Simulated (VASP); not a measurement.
# Pd (Fmmm) in VASP: notebook, part 2 of 2

VASP 6.6.1. Earlier steps stand in the parts before.

### Step 4. Single point, PBEsol (strain +0.1312 x Voigt [0, 0, 0, 0, 0, 1])

The input, INCAR:

```
SYSTEM = Pd
  PREC = Accurate
  ENCUT = 520
  EDIFF = 1E-6
  ISMEAR = 0
  SIGMA = 0.15
  LREAL = .FALSE.
  LASPH = .TRUE.
  NELM = 100
  ALGO = Fast
  ISIF = 2
  LWAVE = .FALSE.
  LCHARG = .FALSE.
  GGA = PS
  NBANDS = 11
```

The input, KPOINTS:

```
regular mesh
0
G
  22 22 22
  0 0 0
```

The input, POSCAR:

```
Pd
1.0
   -1.4691393664      1.4691393664      1.5722810000
    1.4691393664     -1.4691393664      1.5722810000
    1.6754226336      1.6754226336     -1.5722810000
Pd
1
Direct
    0.0000000000      0.0000000000      0.0000000000
```

Potentials or basis: VASP PAW PBE potentials, release 64 (Pd).

Started as:

```console
$ cat potpaw_PBE.64/Pd/POTCAR > POTCAR
$ mpirun -np 1 vasp_std > vasp.out
```

OUTCAR:

```text
SYSTEM = Pd
   PREC = Accurate
   ENCUT = 520
   EDIFF = 1E-6
   ISMEAR = 0
   LREAL = .FALSE.
   LASPH = .TRUE.
   NELM = 100
   ISIF = 2
   GGA = PS

 ion  position               nearest neighbor table
   1  0.000  0.000  0.000-

  LATTYP: Found a face centered orthorhombic cell.
 ALAT       =     3.1445620000
 B/A-ratio  =     1.3214411527
 C/A-ratio  =     1.5069859721

  Lattice vectors:

 A1 = (   3.1445620000,   0.2062832672,   0.0000000000)
 A2 = (   1.6754226336,   1.6754226336,   1.5722810000)
 A3 = (   1.4691393664,  -1.4691393664,   1.5722810000)

Analysis of symmetry for initial positions (statically):
=====================================================================
 Subroutine PRICEL returns:
 Original cell was already a primitive cell.

 Routine SETGRP: Setting up the symmetry group for a
 face centered orthorhombic supercell.

 Subroutine GETGRP returns: Found  8 space group operations
 (whereof  8 operations were pure point group operations)
 out of a pool of  8 trial point group operations.

The static configuration has the point symmetry D_2h.

Analysis of symmetry for dynamics (positions and initial velocities):
=====================================================================
 Subroutine PRICEL returns:
 Original cell was already a primitive cell.

 Routine SETGRP: Setting up the symmetry group for a
 face centered orthorhombic supercell.

 Subroutine GETGRP returns: Found  8 space group operations
 (whereof  8 operations were pure point group operations)
 out of a pool of  8 trial point group operations.

The dynamic configuration has the point symmetry D_2h.

 Subroutine INISYM returns: Found  8 space group operations
 (whereof  8 operations are pure point group operations),
 and found     1 'primitive' translations

----------------------------------------------------------------------------------------

                                     Primitive cell

  volume of cell :      15.4802
[... 112 lines left out ...]
   GGA     = PS    functional components
   LHFCALC =     F    Hartree Fock is set to
   AEXX    =    0.0000 exact exchange contribution
   IVDW    =     0    specifies the selected vdW correction
   LEPSILON=     F    determine dielectric tensor
   LRPA    =     F    only Hartree local field effects (RPA)
 non-spin polarized calculation
 RMM-DIIS sequential band-by-band and
 Gauss-broadening in eV      SIGMA  =   0.15
  energy-cutoff  :      520.00
  volume of cell :       15.48
 maximum number of plane-waves:       436
   NGX =  9   NGY =  9   NGZ = 11

 number of electron      10.0000002 magnetization

 Free energy of the ion-electron system (eV)
  ---------------------------------------------------
  ext. energy  EPLUGINS =         0.00000000
  ---------------------------------------------------
  free energy    TOTEN  =        -5.81001311 eV

  energy without entropy =       -5.79544368  energy(sigma->0) =       -5.80272840

 E-fermi :   8.8131     XC(G=0): -13.0644

 val. band max:        8.8118427753   @ k =  -0.2727  -0.4091   0.1364
 cond. band min:       8.8136732555   @ k =  -0.3182   0.4091   0.3636
 fundamental gap:      0.0018304802
 Fermi energy:         8.8130926343

 k-point     1 :       0.0000    0.0000    0.0000
  band No.  band energies     occupation
      1       1.9736      2.00000
      2       5.2732      2.00000
      3       5.8825      2.00000
      4       6.7985      2.00000
      5       8.0110      2.00000
      6       8.1752      2.00000
      7      26.5792      0.00000
      8      28.1591      0.00000
      9      29.1419      0.00000
     10      35.2837      0.00000
     11      36.1781      0.00000
[... 309 lines left out ...]
 k-point    24 :      -0.4545    0.0455    0.0000
  band No.  band energies     occupation
      1       3.9534      2.00000
      2       4.9316      2.00000
      3       7.7819      2.00000
      4       8.1134      2.00000
      5       8.7343      1.54238
      6      10.1735      0.00000
      7      17.3487      0.00000
      8      23.3212      0.00000
      9      27.2219      0.00000
     10      31.3037      0.00000
     11      34.8728      0.00000

 [... further k-points ...]

------------------------ aborting loop because EDIFF is reached ----------------------------------------

  FORCE on cell =-STRESS in cart. coord.  units (eV):
  Direction    XX          YY          ZZ          XY          YZ          ZX
  --------------------------------------------------------------------------------------
  -------------------------------------------------------------------------------------
  Total       -0.7009849     -0.7009849     -0.4955156     -1.2018958      0.0000000      0.0000000
  in kB      -72.5507141    -72.5507141    -51.2850051   -124.3941251      0.0000000      0.0000000
  external PRESSURE =     -65.4621444 kB  Pullay stress =       0.0000000 kB

 VOLUME and BASIS-vectors are now :
 -----------------------------------------------------------------------------
  energy-cutoff  :      520.00
  volume of cell :       15.48
      direct lattice vectors                 reciprocal lattice vectors
    -1.469139366  1.469139366  1.572281000    -0.020951573  0.319383736  0.318009313
     1.469139366 -1.469139366  1.572281000     0.319383736 -0.020951573  0.318009313
     1.675422634  1.675422634 -1.572281000     0.298432163  0.298432163  0.000000000

 POSITION                                       TOTAL-FORCE (eV/Angst)
 -----------------------------------------------------------------------------------
      0.00000      0.00000      0.00000         0.000000     -0.000000     -0.000000
 -----------------------------------------------------------------------------------
    total drift:                                0.000000     -0.000000      0.000000

  FREE ENERGIE OF THE ION-ELECTRON SYSTEM (eV)
  ---------------------------------------------------
  free  energy   TOTEN  =        -5.8100131114 eV

  energy  without entropy=       -5.7954436816  energy(sigma->0) =       -5.80272840
```

Wall time 3.2 min (1 thread of Intel Xeon Platinum 8259CL at 2.50GHz (Skylake/Cascade Lake), shared host); peak memory 0.36 GiB.

What came out:

* Free energy: -5.8100 eV
* Pressure: -6.5 GPa
* Band gap on the k mesh: zero (bands 5 and 6 overlap by 2.07 eV)

Levels at points of the mesh, in eV from the Fermi level:
```
           k point  band 2  band 3  band 4  band 5  band 6  band 7  band 8  band 9
(0.00, 0.00, 0.00)   -3.54   -2.93   -2.01   -0.80   -0.64   17.77   19.35   20.33
(0.50, 0.00, 0.00)   -3.95   -0.88   -0.64    0.52    1.45    7.62   14.16   18.39
(0.50, 0.50, 0.00)   -3.57   -1.14   -1.10    1.01    2.46    9.11   14.20   16.35
(0.00, 0.00, 0.50)   -4.31   -0.56   -0.24    0.31    0.59    6.10   15.93   18.33
(0.50, 0.50, 0.50)   -4.81   -0.36    0.18    0.83    8.97    9.14    9.18   16.97
```

Caveat: the cell differs from its parent crystal (strain +0.1312 x Voigt [0, 0, 0, 0, 0, 1]); the cell stands under tension; the PAW data sets were made with another functional, which shifts forces and pressure a little.

### Step 5. The runs side by side

| cell | further INCAR settings | gap on the mesh (eV) | pressure (GPa) |
| --- | --- | --- | --- |
| a = 2.861, b = 2.861, c = 2.589 Å, angles 109.5, 109.5, 113.3°, 1 atom | ALGO = Fast; EDIFF = 1e-07; NBANDS = 11 | none | -5.5 |
| a = 2.622, b = 2.622, c = 2.826 Å, angles 109.5, 109.5, 106.3°, 1 atom | ALGO = Fast; EDIFF = 1e-06; NBANDS = 11 | none | -7.5 |
| a = 2.606, b = 2.606, c = 2.844 Å, angles 109.5, 109.5, 105.8°, 1 atom | ALGO = Fast; EDIFF = 1e-06; NBANDS = 11 | none | -6.5 |

Alike in all rows: task single point; level PBEsol; potentials or basis VASP PAW PBE potentials, release 64 (Pd); no spin polarisation; k mesh 22 × 22 × 22; cutoff (eV) 520; smearing gaussian 0.15 eV.

Caveats: the cell stands under tension; the PAW data sets were made with another functional, which shifts forces and pressure a little.

Total energies depend on the potentials used, so only differences within one code and one set of settings carry meaning.
